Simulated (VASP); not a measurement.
Here is a VASP 6.6.1 calculation.

File INCAR:

```
PREC     = Accurate       # precision mode
ENCUT    = 910            # plane-wave cutoff, eV
EDIFF    = 1E-6           # SCF threshold, eV
ISMEAR   = 0              # smearing method
SIGMA    = 0.05           # smearing width, eV
LREAL    = F              # projectors in reciprocal space
LASPH    = T              # aspherical terms in the spheres
NELM     = 120            # most SCF steps
ALGO     = Normal         # electronic algorithm
ISIF     = 2              # what is computed and relaxed
LWAVE    = F              # write WAVECAR
LCHARG   = T              # write CHGCAR
LELF     = T              # ELF
LVHAR    = T            
NBANDS   = 11             # bands
GGA_COMPAT= F
```

Contents of KPOINTS:

```
regular mesh
0
Gamma
  12 12 12
```

File POSCAR:

```
C
1.0
    0.0000000000      1.7514817382      1.7514817382
    1.7514817382      0.0000000000      1.7514817382
    1.7514817382      1.7514817382      0.0000000000
C
2
Direct
    0.5000000000      0.5000000000      0.5000000000
    0.7500000000      0.7500000000      0.7500000000
```

Potentials or basis: VASP PAW LDA potentials, release 64 (C_h).

Run with:

```sh
$ cat potpaw_LDA.64/C_h/POTCAR > POTCAR
$ mpirun -np 1 vasp_std > vasp.out
```

Question: Predict the pressure.

Answer: 12.7 GPa.

Question: Predict the band gap on the k mesh.

Answer: 4.26 eV, indirect (least direct gap 5.70 eV).

Caveat: the cutoff is under 1.25 times the usual one of these potentials, so pressure, stress and relaxed cells hold a basis-set (Pulay) error. A k mesh can miss the band edges.
